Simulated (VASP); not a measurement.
**V: single point with r2SCAN**

The system is V.

```
V
1.0
    -1.51390    1.51390    1.51390
     1.51390   -1.51390    1.51390
     1.51390    1.51390   -1.51390
V
1
Direct
  0.00000 0.00000 0.00000
```

| Property | Result |
| --- | --- |
| Program | VASP 6.6.1 |
| Task | single point |
| Functional | r2SCAN |
| Potentials or basis | VASP PAW PBE potentials, release 64 (V_sv) |
| Cutoff | 520 eV |
| k mesh | 13 × 13 × 13 |
| Occupations | fermi-dirac, width 0.1 eV |
| Spin | collinear spin, ferromagnetic start |
| Starting moments | [0.9] μB |
| Fixed moment | 0.9 μB |

```json
{
 "Pressure": "-2.5 GPa",
 "Net moment": "0.90 μB per cell",
 "Site moments": "V +0.76 μB",
 "Valence electrons inside the program's atomic spheres": "V 11.57"
}
```

Wall time 100 s on 1 thread of Intel(R) Xeon(R) Platinum 8375C CPU @ 2.90GHz (Ice Lake), on a shared host, peak memory 0.15 GiB.

Caveat: the PAW data sets were made with another functional, which shifts forces and pressure a little; the total moment is fixed, so each spin has its own Fermi level.
